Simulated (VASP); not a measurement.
Write the native input for VASP 6.6.1 that does the following.

* Task: single point
* Functional: RPBE
* Potentials or basis: VASP PAW PBE potentials, release 64 (Pd)
* Cutoff: 520 eV
* k mesh: 10 × 10 × 10
* Occupations: fermi-dirac, width 0.05 eV
* Spin: collinear spin, ferromagnetic start
* Starting moments: [0.447, 0.447] μB
* Dipole correction: no
* Further INCAR settings: ALGO = Normal; EDIFF = 1e-07; NBANDS = 21

The structure of Pd lies in POSCAR:

```
Pd
1.0
    0.0000000000      2.8670153334      2.8670153334
    2.8670153334      0.0000000000      2.8670153334
    2.8670153334      2.8670153334      0.0000000000
Pd
2
Direct
    0.1250000000      0.1250000000      0.1250000000
    0.8750000000      0.8750000000      0.8750000000
```

This cell differs from its parent crystal: volume scaled by 0.92.

The input as run:

INCAR

```
SYSTEM = Pd
PREC     = Accurate       ! precision mode
ENCUT    = 520            ! plane-wave cutoff, eV
EDIFF    = 1E-7           ! SCF threshold, eV
ISMEAR   = -1             ! smearing method
SIGMA    = 0.05           ! smearing width, eV
LREAL    = .FALSE.        ! projectors in reciprocal space
LASPH    = .TRUE.         ! aspherical terms in the spheres
NELM     = 150            ! most SCF steps
ALGO     = Normal         ! electronic algorithm
ISIF     = 2              ! what is computed and relaxed
LWAVE    = .FALSE.        ! write WAVECAR
LCHARG   = .FALSE.        ! write CHGCAR
ISPIN    = 2              ! spin polarisation
MAGMOM   = 0.447 0.447    ! initial moments
LORBIT   = 11             ! projections on sites
LMAXMIX  = 4              ! l up to which the mixer works
GGA      = RP             ! functional
NBANDS   = 21             ! bands
```

KPOINTS

```
regular mesh
0
G
  10 10 10
  0 0 0
```

Potentials or basis: VASP PAW PBE potentials, release 64 (Pd).

Run with:

```console
$ cat potpaw_PBE.64/Pd/POTCAR > POTCAR
$ mpirun -np 1 vasp_std > vasp.out
```

It gave:

```json
{
 "Pressure": "5.4 GPa",
 "Net moment": "0.94 μB per cell",
 "Site moments": "Pd +0.46 μB",
 "Valence electrons inside the program's atomic spheres": "Pd 9.36"
}
```

Caveat: the PAW data sets were made with another functional, which shifts forces and pressure a little.

It took 41 s on 1 thread of Intel(R) Xeon(R) 6975P-C (Granite Rapids) (shared host), peak memory 0.22 GiB.
